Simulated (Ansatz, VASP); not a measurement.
## Au in VASP and in Ansatz

```
Au
1.0
     0.00000   -2.04550   -2.04550
     0.00000    2.04550   -2.04550
     4.09100    0.00000    0.00000
Au
2
Cartesian
  1.9455 0.0000 -2.0455
  0.1000 0.0000 0.0000
```

Change from the starting cell: mode 6 (154.3 1/cm) frozen in, largest displacement -0.100 Å.

Alike in both runs: task single point; functional PBE; k mesh 16 × 16 × 12; occupations gaussian, width 0.15 eV; no spin polarisation.

|  | VASP | Ansatz |
| --- | --- | --- |
| version | VASP 6.6.1 | Ansatz 0.2.0 |
| potentials or method | VASP PAW PBE potentials, release 64 (Au), cutoff 520 eV | scalar-relativistic, plane waves, PAW |
| valence electrons in the cell | 22 | 38 |

```csv
,VASP,Ansatz,Ansatz less VASP
gap on the k mesh at the Fermi level (eV),none,none,-
pressure (GPa),11.5,11.8,+0.31
"traceless stress, the component that is largest in VASP (GPa)",-0.47,-0.47,+0.003
rms of the force components (eV/Å),1.024,1.029,+0.0054
```

Atom by atom the forces differ by 0.005 eV/Å (rms over components). A gap of «none» marks a metal or a gap that the smearing closes. VASP's potentials hold 22 valence electrons a cell and Ansatz's 38, so a difference there can come from the potentials and not from the codes.

Spin-orbit coupling is off throughout.
